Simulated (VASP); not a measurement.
A run of VASP 6.6.1 is set up as follows.

INCAR

```
PREC = Accurate ; ENCUT = 600
EDIFF = 1E-6 ; ISMEAR = 0
SIGMA = 0.02 ; LREAL = F
LASPH = T ; NELM = 120
ALGO = Normal ; ISIF = 2
LWAVE = F ; LCHARG = F
GGA = PS ; NBANDS = 16
GGA_COMPAT = F
```

The input KPOINTS:

```
regular mesh
0
Gamma
  6 6 4
```

POSCAR

```
MgS
1.0
    4.1979968241      0.0000000000      0.0000000000
    0.0000000000      4.1979968241      0.0000000000
    0.0000000000      0.0000000000      5.1762216065
Mg S
2 2
Direct
    0.0000000000      0.0000000000      0.0000000000
    0.5000000000      0.5000000000      0.5000000000
    0.0000000000      0.5000000000      0.2500000000
    0.5000000000      1.0000000000      0.7500000000
```

Potentials or basis: VASP PAW PBE potentials, release 64 (Mg, S).

Run with:

```bash
$ cat potpaw_PBE.64/Mg/POTCAR potpaw_PBE.64/S/POTCAR > POTCAR
$ mpirun -np 1 vasp_std > vasp.out
```

Task: Predict the band gap on the k mesh.

Result: 3.02 eV.

Task: Estimate the pressure.

Result: -1.2 GPa.

Stress tensor (GPa, compression positive):
```
-1.80  0.00  0.00
 0.00 -1.80  0.00
 0.00  0.00 -0.05
```

Caveat: the PAW data sets were made with another functional, which shifts forces and pressure a little.
